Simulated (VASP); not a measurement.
Al12H, 13 atoms in the cell. The cell holds a slab with vacuum, 13 atoms: a = 5.714 Å, b = 5.714 Å, c = 21.602 Å, α = 90.00°, β = 90.00°, γ = 120.00°. 

```yaml
Program: VASP 6.6.1
Task: single point
Functional: PBE
Potentials_or_basis: VASP PAW PBE potentials, release 64 (Al, H)
Cutoff: 520 eV
k_mesh: 6 × 6 × 1
Occupations: gaussian, width 0.1 eV
Spin: collinear spin
Starting_moments: "[0.0, 0.0, 0.0, 0.0, 0.0, 0.0, 0.0, 0.0, 0.0, 0.0, 0.0, 0.0, 1.0] μB"
Dipole_correction: yes
Further_INCAR_settings: ALGO = Normal; EDIFF = 1e-06; NBANDS = 34
```

Potentials or basis: VASP PAW PBE potentials, release 64 (Al, H).

Launch:

```bash
$ cat potpaw_PBE.64/Al/POTCAR potpaw_PBE.64/H/POTCAR > POTCAR
$ mpirun -np 1 vasp_std > vasp.out
```

Hardware: 1 thread of AMD EPYC 9R45 96-Core Processor (Zen 5) (shared host).

Problem. Estimate the wall time of this run.

Solution. Wall time 7.4 min on 1 thread of AMD EPYC 9R45 96-Core Processor (Zen 5), on a shared host, peak memory 0.88 GiB. Counts: scf iterations 32, k points 7.
